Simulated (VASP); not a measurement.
# AlN (P6_3mc) in VASP: further runs, part 3 of 3

VASP 6.6.1. The steps go on from the part before.

### Step 5. Vibrations by perturbation theory, PBEsol

This run uses another cell than the first one, of 10.46 Å³/atom, 1.020 times its volume.

INCAR reads:

```
SYSTEM = AlN
PREC = Accurate ; ENCUT = 520
EDIFF = 1E-8 ; ISMEAR = 0
SIGMA = 0.01 ; LREAL = .FALSE.
LASPH = .TRUE. ; NELM = 80
ALGO = Normal ; ISIF = 2
LWAVE = .FALSE. ; LCHARG = .FALSE.
GGA = PS ; IBRION = 8
NSW = 1
```

KPOINTS reads:

```
regular mesh
0
G
  8 8 4
  0 0 0
```

POSCAR reads:

```
AlN
1.0
    3.1139008388      0.0000000000      0.0000000000
   -1.5569504194      2.6967172313      0.0000000000
    0.0000000000      0.0000000000      4.9828499853
Al N
2 2
Direct
    0.3333333333      0.6666666667     -0.0010110921
    0.6666666667      0.3333333333      0.4989889079
    0.3333333333      0.6666666667      0.3810110921
    0.6666666667      0.3333333333      0.8810110921
```

Potentials or basis: VASP PAW PBE potentials, release 64 (Al, N).

Started as:

```bash
$ cat potpaw_PBE.64/Al/POTCAR potpaw_PBE.64/N/POTCAR > POTCAR
$ mpirun -np 1 vasp_std > vasp.out
```

OUTCAR:

```text
SYSTEM = AlN
   PREC = Accurate
   ENCUT = 520
   EDIFF = 1E-8
   ISMEAR = 0
   LREAL = .FALSE.
   LASPH = .TRUE.
   NELM = 80
   ISIF = 2
   GGA = PS
   IBRION = 8
   NSW = 1

 ion  position               nearest neighbor table
   1  0.333  0.667  0.999-   4 1.89   4 1.89   4 1.89   3 1.90   2 3.07   2 3.07   2 3.07   2 3.07
                             2 3.07   2 3.07
   2  0.667  0.333  0.499-   3 1.89   3 1.89   3 1.89   4 1.90   1 3.07   1 3.07   1 3.07   1 3.07
                             1 3.07   1 3.07
   3  0.333  0.667  0.381-   2 1.89   2 1.89   2 1.89   1 1.90
[... 644 lines left out ...]
  4Z     0.000000    0.000000    6.170191    0.000000    0.000000    6.376963    0.000000   -0.000000    6.936360    0.000000   -0.000000  -19.483514

 Eigenvectors and eigenvalues of the dynamical matrix
 ----------------------------------------------------

   1 f  =   21.476292 THz   134.939525 2PiTHz  716.372005 cm-1    88.818769 meV
             X         Y         Z           dx          dy          dz
     -0.000000  1.797811  4.977812    -0.000000    0.000000    0.011079
      1.556950  0.898906  2.486387    -0.000000    0.000000   -0.011079
     -0.000000  1.797811  1.898521     0.000000   -0.000000   -0.707020
      1.556950  0.898906  4.389946     0.000000   -0.000000    0.707020
[... 71 lines left out ...]
  12 f/i=    0.001574 THz     0.009892 2PiTHz    0.052514 cm-1     0.006511 meV
             X         Y         Z           dx          dy          dz
     -0.000000  1.797811  4.977812    -0.000000   -0.000000    0.573707
      1.556950  0.898906  2.486387    -0.000000   -0.000000    0.573707
     -0.000000  1.797811  1.898521    -0.000000   -0.000000    0.413352
      1.556950  0.898906  4.389946    -0.000000   -0.000000    0.413352

--------------------------------------------------------------------------------------------------------

 ELASTIC MODULI CONTR FROM IONIC RELAXATION (kBar)
 Direction    XX          YY          ZZ          XY          YZ          ZX
 --------------------------------------------------------------------------------
 XX        -724.1071    341.0145    424.9361      0.0000      0.0000     -0.0000
 YY         341.0145   -724.1071    424.9361     -0.0000     -0.0000      0.0000
 ZZ         424.9361    424.9361   -942.6999      0.0000     -0.0000     -0.0000
 XY           0.0000     -0.0000      0.0000   -532.5608      0.0000     -0.0000
 YZ           0.0000     -0.0000     -0.0000      0.0000   -134.4288     -0.0000
 ZX          -0.0000      0.0000     -0.0000     -0.0000     -0.0000   -142.8875
 --------------------------------------------------------------------------------
```

OSZICAR:

```text
N       E                     dE             d eps       ncg     rms          rms(c)
DAV:   1     0.511303441570E+02    0.51130E+02   -0.74841E+03   720   0.119E+03
DAV:   2    -0.317923569676E+02   -0.82923E+02   -0.76530E+02  1072   0.223E+02
DAV:   3    -0.357266735718E+02   -0.39343E+01   -0.39180E+01   944   0.525E+01
[... 71 lines left out ...]
RMM:   8    -0.252753704592E+00   -0.27787E-05   -0.26967E-07  1536   0.596E-04    0.272E-04
RMM:   9    -0.252753321885E+00    0.38271E-06   -0.29203E-07  1497   0.245E-04    0.219E-05
RMM:  10    -0.252753460233E+00   -0.13835E-06   -0.96936E-08  1548   0.481E-05    0.137E-05
RMM:  11    -0.252753487604E+00   -0.27371E-07   -0.37567E-08  1530   0.127E-05    0.643E-06
RMM:  12    -0.252753487749E+00   -0.14555E-09    0.36522E-09  1523   0.630E-06    0.768E-07
 Linear response finished
```

Wall time 83 s (1 thread of Intel Xeon 6975P-C (Granite Rapids), shared host); peak memory 0.3 GiB.

Results:

```
Highest phonon frequency at Γ, LO-TO splitting left out : 716 cm⁻¹
```

Phonon frequencies in cm⁻¹ (negative: imaginary):
| q point | frequencies |
| --- | --- |
| (0.000, 0.000, 0.000) | 0 0 0 235 235 542 608 655 655 666 666 716 |

Caveat: the PAW data sets were made with another functional, which shifts forces and pressure a little.

### Step 6. Vibrations by perturbation theory, PBEsol (volume scaled by 1.020)

INCAR reads:

```
PREC = Accurate
ENCUT = 520
EDIFF = 1E-8
ISMEAR = 0
SIGMA = 0.01
LREAL = False
LASPH = True
NELM = 100
ALGO = Normal
ISIF = 2
LWAVE = False
LCHARG = False
GGA = PS
IBRION = 8
NSW = 1
```

KPOINTS reads:

```
Automatic mesh
0
Gamma
  8 8 4
```

POSCAR reads:

```
AlN
1.0
    3.1345232997      0.0000000000      0.0000000000
   -1.5672616498      2.7145768063      0.0000000000
    0.0000000000      0.0000000000      5.0158499535
Al N
2 2
Direct
    0.3333333333      0.6666666667     -0.0009421688
    0.6666666667      0.3333333333      0.4990578312
    0.3333333333      0.6666666667      0.3809421688
    0.6666666667      0.3333333333      0.8809421688
```

Potentials or basis: VASP PAW PBE potentials, release 64 (Al, N).

Started as:

```bash
$ cat potpaw_PBE.64/Al/POTCAR potpaw_PBE.64/N/POTCAR > POTCAR
$ mpirun -np 1 vasp_std > vasp.out
```

OUTCAR:

```text
PREC = Accurate
   ENCUT = 520
   EDIFF = 1E-8
   ISMEAR = 0
   LREAL = False
   LASPH = True
   NELM = 100
   ISIF = 2
   GGA = PS
   IBRION = 8
   NSW = 1

 ion  position               nearest neighbor table
   1  0.333  0.667  0.999-   4 1.90   4 1.90   4 1.90   3 1.92   2 3.09   2 3.09   2 3.09   2 3.09
                             2 3.09   2 3.09
   2  0.667  0.333  0.499-   3 1.90   3 1.90   3 1.90   4 1.92   1 3.09   1 3.09   1 3.09   1 3.09
                             1 3.09   1 3.09
   3  0.333  0.667  0.381-   2 1.90   2 1.90   2 1.90   1 1.92
   4  0.667  0.333  0.881-   1 1.90   1 1.90   1 1.90   2 1.92

  LATTYP: Found a hexagonal cell.
 ALAT       =     3.1345232997
 C/A-ratio  =     1.6001954600

  Lattice vectors:

 A1 = (   3.1345232997,   0.0000000000,   0.0000000000)
 A2 = (  -1.5672616498,   2.7145768063,   0.0000000000)
 A3 = (   0.0000000000,   0.0000000000,   5.0158499535)

Analysis of symmetry for initial positions (statically):
=====================================================================
 Subroutine PRICEL returns:
 Original cell was already a primitive cell.

 Routine SETGRP: Setting up the symmetry group for a
 hexagonal supercell.

 Subroutine GETGRP returns: Found 12 space group operations
 (whereof  6 operations were pure point group operations)
 out of a pool of 24 trial point group operations.

The static configuration has the point symmetry C_3v.
 The point group associated with its full space group is C_6v.

Analysis of symmetry for dynamics (positions and initial velocities):
=====================================================================
 Subroutine PRICEL returns:
 Original cell was already a primitive cell.

 Routine SETGRP: Setting up the symmetry group for a
 hexagonal supercell.

 Subroutine GETGRP returns: Found 12 space group operations
 (whereof  6 operations were pure point group operations)
 out of a pool of 24 trial point group operations.

The dynamic configuration has the point symmetry C_3v.
 The point group associated with its full space group is C_6v.

 Subroutine INISYM returns: Found 12 space group operations
 (whereof  6 operations are pure point group operations),
 and found     1 'primitive' translations

----------------------------------------------------------------------------------------

                                     Primitive cell

  volume of cell :      42.6794
[... 521 lines left out ...]
  external PRESSURE =     -38.6995041 kB  Pullay stress =       0.0000000 kB

 VOLUME and BASIS-vectors are now :
 -----------------------------------------------------------------------------
  energy-cutoff  :      520.00
  volume of cell :       42.68
      direct lattice vectors                 reciprocal lattice vectors
     3.134523300  0.000000000  0.000000000     0.319027777  0.184190773  0.000000000
    -1.567261650  2.714576806  0.000000000     0.000000000  0.368381546  0.000000000
     0.000000000  0.000000000  5.015849954     0.000000000  0.000000000  0.199368005

 POSITION                                       TOTAL-FORCE (eV/Angst)
 -----------------------------------------------------------------------------------
     -0.00000      1.80972      5.01112         0.000000      0.000000     -0.000457
      1.56726      0.90486      2.50320        -0.000000     -0.000000     -0.000457
     -0.00000      1.80972      1.91075         0.000000      0.000000      0.000457
      1.56726      0.90486      4.41867         0.000000     -0.000000      0.000457
 -----------------------------------------------------------------------------------
    total drift:                               -0.000000      0.000000      0.000458

  FREE ENERGIE OF THE ION-ELECTRON SYSTEM (eV)
  ---------------------------------------------------
  free  energy   TOTEN  =       -31.3025102079 eV

  energy  without entropy=      -31.3025102079  energy(sigma->0) =      -31.30251021

[... ionic steps 2 to 9 ...]

--------------------------------------- Ionic step       10  -------------------------------------------

------------------------ aborting loop because EDIFF is reached ----------------------------------------

[... ionic steps 11 to 11 ...]

--------------------------------------- Ionic step       12  -------------------------------------------

 Free energy of the ion-electron system (eV)
  ---------------------------------------------------
  ---------------------------------------------------
  free energy    TOTEN  =        -0.25197482 eV

  energy without entropy =       -0.25197482

------------------------ aborting loop because EDIFF is reached ----------------------------------------

 INTERNAL STRAIN TENSOR  FOR ION    3  DIRECTION 3   (eV/Angst):
 -----------------------------------------------------------------------------
     4.99927  0.00000  0.00000
     0.00000  4.99927  0.00000
     0.00000  0.00000-11.22547

 INTERNAL STRAIN TENSOR FOR ION    4 for displacements in x,y,z  (eV/Angst):
          X           Y           Z          XY          YZ          ZX
  --------------------------------------------------------------------------------
  x     0.00000    -0.00000    -0.00000     9.65908     0.00000     4.76920
  y     9.65908    -9.65908    -0.00000    -0.00000     4.80375     0.00000
  z     4.99927     4.99927   -11.22547     0.00000    -0.00000     0.00000

 SECOND DERIVATIVES (NOT SYMMETRIZED)
 ------------------------------------
               1X          1Y          1Z          2X          2Y          2Z          3X          3Y          3Z          4X          4Y          4Z
  1X   -14.790222   -0.000000   -0.000000    0.641383    0.000000    0.000000    1.476288    0.000000   -0.000000   12.672552    0.000000   -0.000000
  1Y    -0.000000  -14.790222   -0.000000    0.000000    0.641383   -0.000000    0.000000    1.476288    0.000000    0.000000   12.672552    0.000000
  1Z     0.000000    0.000000  -19.987832    0.000000    0.000000    8.113375    0.000000   -0.000000    5.831056   -0.000000    0.000000    6.043402
  2X     0.641383    0.000000   -0.000000  -14.790222   -0.000000    0.000000   12.672552    0.000000   -0.000000    1.476288    0.000000    0.000000
  2Y     0.000000    0.641383    0.000000   -0.000000  -14.790222    0.000000    0.000000   12.672552   -0.000000    0.000000    1.476288    0.000000
  2Z    -0.000000    0.000000    8.113375    0.000000   -0.000000  -19.987832    0.000000   -0.000000    6.043402   -0.000000    0.000000    5.831056
  3X     1.476961    0.000000    0.000000   12.673331    0.000000    0.000000  -14.831012   -0.000000   -0.000000    0.680721    0.000000   -0.000000
  3Y     0.000000    1.476961    0.000000    0.000000   12.673331    0.000000   -0.000000  -14.831012    0.000000    0.000000    0.680721    0.000000
  3Z    -0.000000   -0.000000    5.791401   -0.000000    0.000000    6.076967   -0.000000   -0.000000  -18.586508    0.000000   -0.000000    6.718140
  4X    12.673331    0.000000   -0.000000    1.476961    0.000000    0.000000    0.680721    0.000000    0.000000  -14.831012   -0.000000    0.000000
  4Y     0.000000   12.673331   -0.000000    0.000000    1.476961    0.000000    0.000000    0.680721   -0.000000   -0.000000  -14.831012    0.000000
  4Z     0.000000    0.000000    6.076967    0.000000    0.000000    5.791401   -0.000000    0.000000    6.718140    0.000000    0.000000  -18.586508

 Eigenvectors and eigenvalues of the dynamical matrix
 ----------------------------------------------------

   1 f  =   21.018275 THz   132.061720 2PiTHz  701.094204 cm-1    86.924564 meV
             X         Y         Z           dx          dy          dz
     -0.000000  1.809718  5.011124     0.000000   -0.000000   -0.011822
      1.567262  0.904859  2.503199     0.000000   -0.000000    0.011822
     -0.000000  1.809718  1.910749    -0.000000    0.000000   -0.707008
      1.567262  0.904859  4.418674    -0.000000    0.000000    0.707008
[... 71 lines left out ...]
  12 f/i=    0.002158 THz     0.013560 2PiTHz    0.071985 cm-1     0.008925 meV
             X         Y         Z           dx          dy          dz
     -0.000000  1.809718  5.011124    -0.000000   -0.000000   -0.573693
      1.567262  0.904859  2.503199    -0.000000   -0.000000   -0.573693
     -0.000000  1.809718  1.910749    -0.000000   -0.000000   -0.413372
      1.567262  0.904859  4.418674    -0.000000   -0.000000   -0.413372

--------------------------------------------------------------------------------------------------------

 ELASTIC MODULI CONTR FROM IONIC RELAXATION (kBar)
 Direction    XX          YY          ZZ          XY          YZ          ZX
 --------------------------------------------------------------------------------
 XX        -615.0849    298.3677    355.5767     -0.0000     -0.0000     -0.0000
 YY         298.3677   -615.0849    355.5767     -0.0000      0.0000      0.0000
 ZZ         355.5767    355.5767   -798.4083      0.0000     -0.0000      0.0000
 XY          -0.0000     -0.0000      0.0000   -456.7263     -0.0000      0.0000
 YZ          -0.0000      0.0000     -0.0000     -0.0000   -110.8133     -0.0000
 ZX          -0.0000      0.0000      0.0000      0.0000     -0.0000   -118.2734
 --------------------------------------------------------------------------------
```

OSZICAR:

```text
N       E                     dE             d eps       ncg     rms          rms(c)
DAV:   1     0.507892895422E+02    0.50789E+02   -0.74546E+03   720   0.118E+03
DAV:   2    -0.315120961834E+02   -0.82301E+02   -0.76380E+02  1028   0.225E+02
DAV:   3    -0.356373720447E+02   -0.41253E+01   -0.41086E+01   944   0.552E+01
[... 72 lines left out ...]
RMM:   8    -0.251974969744E+00   -0.28054E-05   -0.51013E-08  1542   0.627E-04    0.271E-04
RMM:   9    -0.251974629734E+00    0.34001E-06   -0.15641E-07  1498   0.247E-04    0.213E-05
RMM:  10    -0.251974778828E+00   -0.14909E-06   -0.70729E-08  1561   0.468E-05    0.129E-05
RMM:  11    -0.251974822248E+00   -0.43420E-07   -0.13056E-08  1530   0.136E-05    0.565E-06
RMM:  12    -0.251974816636E+00    0.56117E-08   -0.82144E-09  1509   0.650E-06    0.805E-07
 Linear response finished
```

Wall time 87 s (1 thread of Intel Xeon 6975P-C (Granite Rapids), shared host); peak memory 0.3 GiB.

Results:

- Highest phonon frequency at Γ, LO-TO splitting left out: 701 cm⁻¹

Phonon frequencies in cm⁻¹ (negative: imaginary):
| q point | frequencies |
| --- | --- |
| (0.000, 0.000, 0.000) | 0 0 0 236 236 532 592 633 633 646 646 701 |

Caveat: the cell differs from its parent crystal (volume scaled by 1.020); the cell wasn't relaxed at this level first, which shifts response properties; the PAW data sets were made with another functional, which shifts forces and pressure a little.
